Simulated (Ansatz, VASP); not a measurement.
**Mo2C3 in VASP and in Ansatz**

```
Mo C
1.0
     5.43848    0.00000    0.00000
     0.00000    2.54254    2.57390
     0.00000   -2.54254    2.57390
Mo C
2 3
Direct
  0.00000 0.02127 0.49388
  0.00000 0.49388 0.02127
  0.25837 0.99562 0.99562
  0.74163 0.99562 0.99562
  0.50000 0.99376 0.99376
```

Change from the starting cell: the structure that the rattled cell fell into.

Alike in both runs: task relaxation of cell and atoms; functional PBE; k mesh 8 × 10 × 10; occupations gaussian, width 0.1 eV; no spin polarisation.

```csv
,VASP,Ansatz
version,VASP 6.6.1,Ansatz 0.2.0
potentials or method,"VASP PAW PBE potentials, release 64 (Mo_sv, C), cutoff 600 eV","scalar-relativistic, plane waves, PAW"
valence electrons in the cell,40,40
```

```csv
,VASP,Ansatz,Ansatz less VASP
"gap on the k mesh at the Fermi level, each at its own relaxed structure (eV)",none,none,-
relaxed volume (Å³/atom),14.28,14.28,+0.001
relaxed cell length with the largest relative difference (Å),3.629,3.629,+0.0004
```

A gap of «none» marks a metal or a gap that the smearing closes.
